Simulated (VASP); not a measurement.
# Rb2Mg (I4/mcm) in VASP: single point with PBE

Aim: the single point of Rb2Mg with PBE.

Program: VASP 6.6.1. These are calculated values, not measurements. Logs are shortened: lines on timing, memory, paths and dates and some standing lists are left out, and cuts for length are marked.

### 1 The cell of the first run

Symmetry: I4/mcm, No. 140, tetragonal system. Conventional cell: a = 10.093 Å, b = 10.093 Å, c = 7.079 Å, α = 90.00°, β = 90.00°, γ = 90.00°. Rb (site symmetry m2m) has 4 Mg at 4.16 Å and 11 Rb at 4.28 to 5.32 Å within 5.5 Å. Mg (site symmetry 422) has 2 Mg at 3.54 Å and 8 Rb at 4.16 Å within 4.7 Å.

### 2 Single point, PBE

The input, INCAR:

```
ALGO = Fast ; EDIFF = 1E-6
ENCUT = 520 ; GGA = PE
ISIF = 2 ; ISMEAR = 0
LASPH = True ; LCHARG = True
LELF = True ; LREAL = False
LVHAR = True ; LWAVE = False
NBANDS = 29 ; NELM = 60
PREC = Accurate ; SIGMA = 0.1
```

The input, KPOINTS:

```
k-points
0
Gamma
  6 6 6
```

The input, POSCAR:

```
Rb2Mg
1.0
   -5.0466653385      5.0466653385      3.5397429637
    5.0466653385     -5.0466653385      3.5397429637
    5.0466653385      5.0466653385     -3.5397429637
Rb Mg
4 2
Direct
    0.1658654026      0.3341345974      0.5000000000
    0.8341345974      0.6658654026      0.5000000000
    0.6658654026      0.1658654026      0.8317308053
    0.3341345974      0.8341345974      0.1682691947
    0.2500000000      0.2500000000      0.0000000000
    0.7500000000      0.7500000000      0.0000000000
```

Potentials or basis: VASP PAW PBE potentials, release 64 (Rb_sv, Mg).

On the command line:

```bash
cat potpaw_PBE.64/Rb_sv/POTCAR potpaw_PBE.64/Mg/POTCAR > POTCAR
mpirun -np 1 vasp_std > vasp.out
```

OUTCAR:

```text
EDIFF = 1E-6
   ENCUT = 520
   GGA = PE
   ISIF = 2
   ISMEAR = 0
   LASPH = True
   LREAL = False
   NELM = 60
   PREC = Accurate

 ion  position               nearest neighbor table
   1  0.166  0.334  0.500-   6 4.16   5 4.16   5 4.16   6 4.16   2 4.28   2 4.28   2 4.74   3 4.87
                             4 4.87   3 4.87   4 4.87   3 5.32   4 5.32   3 5.32   4 5.32
   2  0.834  0.666  0.500-   5 4.16   6 4.16   6 4.16   5 4.16   1 4.28   1 4.28   1 4.74   3 4.87
                             4 4.87   3 4.87   4 4.87   3 5.32   4 5.32   3 5.32   4 5.32
   3  0.666  0.166  0.832-   5 4.16   6 4.16   5 4.16   6 4.16   4 4.28   4 4.28   4 4.74   1 4.87
                             2 4.87   1 4.87   2 4.87   1 5.32   2 5.32   2 5.32   1 5.32
   4  0.334  0.834  0.168-   5 4.16   6 4.16   5 4.16   6 4.16   3 4.28   3 4.28   3 4.74   2 4.87
                             1 4.87   1 4.87   2 4.87   2 5.32   1 5.32   1 5.32   2 5.32
   5  0.250  0.250  0.000-   6 3.54   6 3.54   3 4.16   4 4.16   3 4.16   4 4.16   1 4.16   2 4.16
                             1 4.16   2 4.16
   6  0.750  0.750  0.000-   5 3.54   5 3.54   3 4.16   4 4.16   3 4.16   4 4.16   2 4.16   2 4.16
                             1 4.16   1 4.16

  LATTYP: Found a body centered tetragonal cell.
 ALAT       =    10.0933306770
 C/A-ratio  =     0.7014023571

  Lattice vectors:

 A1 = (  -5.0466653385,   5.0466653385,   3.5397429637)
 A2 = (   5.0466653385,  -5.0466653385,   3.5397429637)
 A3 = (   5.0466653385,   5.0466653385,  -3.5397429637)

Analysis of symmetry for initial positions (statically):
=====================================================================
 Subroutine PRICEL returns:
 Original cell was already a primitive cell.

 Routine SETGRP: Setting up the symmetry group for a
 body centered tetragonal supercell.

 Subroutine GETGRP returns: Found 16 space group operations
 (whereof  8 operations were pure point group operations)
 out of a pool of 16 trial point group operations.

The static configuration has the point symmetry C_4h.
 The point group associated with its full space group is D_4h.

Analysis of symmetry for dynamics (positions and initial velocities):
=====================================================================
 Subroutine PRICEL returns:
 Original cell was already a primitive cell.

 Routine SETGRP: Setting up the symmetry group for a
 body centered tetragonal supercell.

 Subroutine GETGRP returns: Found 16 space group operations
 (whereof  8 operations were pure point group operations)
 out of a pool of 16 trial point group operations.

The dynamic configuration has the point symmetry C_4h.
 The point group associated with its full space group is D_4h.

 Subroutine INISYM returns: Found 16 space group operations
 (whereof  8 operations are pure point group operations),
 and found     1 'primitive' translations

----------------------------------------------------------------------------------------

                                     Primitive cell

  volume of cell :     360.6125

  direct lattice vectors                    reciprocal lattice vectors
    -5.046665339  5.046665339  3.539742964     0.000000000  0.099075323  0.141253194
     5.046665339 -5.046665339  3.539742964     0.099075323  0.000000000  0.141253194
     5.046665339  5.046665339 -3.539742964     0.099075323  0.099075323  0.000000000

  length of vectors
     7.966645613  7.966645613  7.966645613     0.172535169  0.172535169  0.140113666

  position of ions in fractional coordinates (direct lattice)
     0.165865403  0.334134597  0.500000000
     0.834134597  0.665865403  0.500000000
     0.665865403  0.165865403  0.831730805
     0.334134597  0.834134597  0.168269195
     0.250000000  0.250000000  0.000000000
     0.750000000  0.750000000  0.000000000

  ion indices of the primitive-cell ions
   primitive index   ion index
                 1           1
                 2           2
                 3           3
                 4           4
                 5           5
                 6           6

----------------------------------------------------------------------------------------

 KPOINTS: k-points

Automatic generation of k-mesh.
 Grid dimensions read from file:
 generate k-points for:    6    6    6

 Generating k-lattice:

  Cartesian coordinates                     Fractional coordinates (reciprocal lattice)
     0.000000000  0.016512554  0.023542199     0.166666667  0.000000000 -0.000000000
     0.016512554  0.000000000  0.023542199     0.000000000  0.166666667 -0.000000000
     0.016512554  0.016512554  0.000000000     0.000000000  0.000000000  0.166666667

  Length of vectors
     0.028755861  0.028755861  0.023352278

  Shift w.r.t. Gamma in fractional coordinates (k-lattice)
     0.000000000  0.000000000  0.000000000

 Subroutine IBZKPT returns following result:
 ===========================================

 Found     30 irreducible k-points:

 Following reciprocal coordinates:
            Coordinates               Weight
  0.000000  0.000000  0.000000      1.000000
  0.166667 -0.000000  0.000000      8.000000
  0.333333 -0.000000  0.000000      8.000000
  0.500000 -0.000000  0.000000      4.000000
  0.166667  0.166667  0.000000      8.000000
  0.333333  0.166667  0.000000     16.000000
[... 16 lines left out ...]
 -0.333333 -0.333333  0.166667      8.000000
 -0.166667 -0.333333  0.166667      8.000000
 [... further k-points ...]
   k-points           NKPTS =     30   k-points in BZ     NKDIM =     30   number of bands    NBANDS=     29
   number of dos      NEDOS =    301   number of ions     NIONS =      6
   total plane-waves  NPLWV = 216000
   dimension x,y,z NGX =    60 NGY =   60 NGZ =   60
   dimension x,y,z NGXF=   120 NGYF=  120 NGZF=  120
   ions per type =               4   2
   NGX,Y,Z   is equivalent  to a cutoff of  12.52, 12.52, 12.52 a.u.
   NGXF,Y,Z  is equivalent  to a cutoff of  25.04, 25.04, 25.04 a.u.
 SYSTEM =  unknown system
   PREC   = accura    normal or accurate (medium, high low for compatibility)
   ISTART =      0    job   : 0-new  1-cont  2-samecut
   ICHARG =      2    charge: 1-file 2-atom 10-const
   ISPIN  =      1    spin polarized calculation?
   LNONCOLLINEAR =      F non collinear calculations
   LSORBIT =      F    spin-orbit coupling
   LASPH  =      T    aspherical Exc in radial PAW
   ENCUT  =  520.0 eV  38.22 Ry    6.18 a.u.  14.81 14.81 14.81*2*pi/ulx,y,z
   NELM   =     60;   NELMIN=  2; NELMDL= -5     # of ELM steps
   EDIFF  = 0.1E-05   stopping-criterion for ELM
   LREAL  =      F    real-space projection
   EDIFFG = 0.1E-04   stopping-criterion for IOM
   NSW    =      0    number of steps for IOM
   IBRION =     -1    ionic relax: 0-MD 1-quasi-New 2-CG
   NFREE  =      0    steps in history (QN), initial steepest desc. (CG)
   ISIF   =      2    stress and relaxation
   ISYM   =      2    0-nonsym 1-usesym 2-fastsym
   POTIM  = 0.5000    time-step for ionic-motion
   TEBEG  =    0.0;   TEEND  =   0.0 temperature during run
   PSTRESS=    0.0 pullay stress
   NELECT =      40.0000    total number of electrons
   NUPDOWN=      -1.0000    fix difference up-down
   EMIN   =  10.00;   EMAX   =-10.00  energy-range for DOS
   EFERMI =   0.00;   METHOD = LEGACY
   ISMEAR =     0;   SIGMA  =   0.10  broadening in eV -4-tet -1-fermi 0-gaus
   EFERMI_NEDOS =   21; number of points for ismear=-14 and -15
   IALGO  =     68    algorithm
   IMIX   =      4    mixing-type and parameters
     AMIX     =   0.40;   BMIX     =  1.00
     AMIX_MAG =   1.60;   BMIX_MAG =  1.00
  volume/ion in A,a.u.               =      60.10       405.59
  Fermi-wavevector in a.u.,A,eV,Ry     =   0.786589  1.486438  8.418229  0.618722
  Thomas-Fermi vector in A             =   1.891158
   LORBIT       =      0    0 simple, 1 ext, 2 COOP (PROOUT), +10 PAW based schemes
   GGA     = PE    functional components
   LHFCALC =     F    Hartree Fock is set to
   AEXX    =    0.0000 exact exchange contribution
   IVDW    =     0    specifies the selected vdW correction
   LEPSILON=     F    determine dielectric tensor
   LRPA    =     F    only Hartree local field effects (RPA)
 non-spin polarized calculation
 RMM-DIIS sequential band-by-band and
 Gauss-broadening in eV      SIGMA  =   0.10
  energy-cutoff  :      520.00
  volume of cell :      360.61
 maximum number of plane-waves:      9737
   NGX = 29   NGY = 29   NGZ = 29

 number of electron      40.0000000 magnetization

 Free energy of the ion-electron system (eV)
  ---------------------------------------------------
  ext. energy  EPLUGINS =         0.00000000
  ---------------------------------------------------
  free energy    TOTEN  =        -5.78478188 eV

  energy without entropy =       -5.75997470  energy(sigma->0) =       -5.77237829

 E-fermi :   0.5332     XC(G=0):  -6.2671

 val. band max:        0.5085425369   @ k =  -0.1667   0.1667   0.0000
 cond. band min:       0.5460101521   @ k =   0.3333   0.3333   0.0000
 fundamental gap:      0.0374676152
 Fermi energy:         0.5331997860

 k-point     1 :       0.0000    0.0000    0.0000
  band No.  band energies     occupation
      1     -28.0882      2.00000
      2     -28.0827      2.00000
      3     -28.0719      2.00000
      4     -28.0719      2.00000
      5     -12.2879      2.00000
      6     -12.2879      2.00000
[... 21 lines left out ...]
     28       2.1387      0.00000
     29       3.3710      0.00000

 k-point     2 :       0.1667   -0.0000    0.0000
  band No.  band energies     occupation
      1     -28.0869      2.00000
      2     -28.0822      2.00000
      3     -28.0728      2.00000
      4     -28.0727      2.00000
      5     -12.2912      2.00000
      6     -12.2896      2.00000
[... 21 lines left out ...]
     28       2.3827      0.00000
     29       3.2913      0.00000

 k-point     3 :       0.3333   -0.0000    0.0000
  band No.  band energies     occupation
      1     -28.0835      2.00000
      2     -28.0808      2.00000
      3     -28.0752      2.00000
      4     -28.0752      2.00000
      5     -12.2976      2.00000
      6     -12.2943      2.00000
[... 638 lines left out ...]
      5     -12.3140      2.00000
      6     -12.2859      2.00000
[... 21 lines left out ...]
     28       3.1213      0.00000
     29       3.2639      0.00000

 k-point    24 :      -0.1667   -0.3333    0.1667
  band No.  band energies     occupation
      1     -28.0800      2.00000
      2     -28.0790      2.00000
      3     -28.0778      2.00000
      4     -28.0778      2.00000
      5     -12.3184      2.00000
      6     -12.2753      2.00000
[... 21 lines left out ...]
     28       3.0494      0.00000
     29       3.1146      0.00000

 [... further k-points ...]
[... 5 lines left out ...]
  --------------------------------------------------------------------------------------
  -------------------------------------------------------------------------------------
  Total       -0.0227530     -0.0227530     -0.0520092      0.0000000      0.0000000      0.0000000
  in kB       -0.1010900     -0.1010900     -0.2310733      0.0000000      0.0000000      0.0000000
  external PRESSURE =      -0.1444178 kB  Pullay stress =       0.0000000 kB

 VOLUME and BASIS-vectors are now :
 -----------------------------------------------------------------------------
  energy-cutoff  :      520.00
  volume of cell :      360.61
      direct lattice vectors                 reciprocal lattice vectors
    -5.046665339  5.046665339  3.539742964     0.000000000  0.099075323  0.141253194
     5.046665339 -5.046665339  3.539742964     0.099075323  0.000000000  0.141253194
     5.046665339  5.046665339 -3.539742964     0.099075323  0.099075323  0.000000000

 POSITION                                       TOTAL-FORCE (eV/Angst)
 -----------------------------------------------------------------------------------
      3.37253      1.67413      0.00000         0.000312     -0.000312      0.000000
      1.67413      3.37253      3.53974        -0.000312      0.000312      0.000000
      1.67413      6.72080     -0.00000        -0.000312     -0.000312     -0.000000
      3.37253     -1.67413      3.53974         0.000312      0.000312     -0.000000
      0.00000      0.00000      1.76987         0.000000     -0.000000      0.000000
      0.00000      0.00000      5.30961         0.000000      0.000000      0.000000
 -----------------------------------------------------------------------------------
    total drift:                                0.000000     -0.000000     -0.000000

  FREE ENERGIE OF THE ION-ELECTRON SYSTEM (eV)
  ---------------------------------------------------
  free  energy   TOTEN  =        -5.7847818813 eV

  energy  without entropy=       -5.7599746965  energy(sigma->0) =       -5.77237829
```

Run time: 9.4 min. Hardware: 1 thread of AMD EPYC 9R14 (Zen 4), shared host; peak memory 0.61 GiB.

What came out:

```yaml
Free_energy: -5.7848 eV
Pressure: 0.0 GPa
Band_gap_on_the_k_mesh: zero (band 20 reaches 0.71 eV, above the bottom of band 21 at 0.03 eV)
```
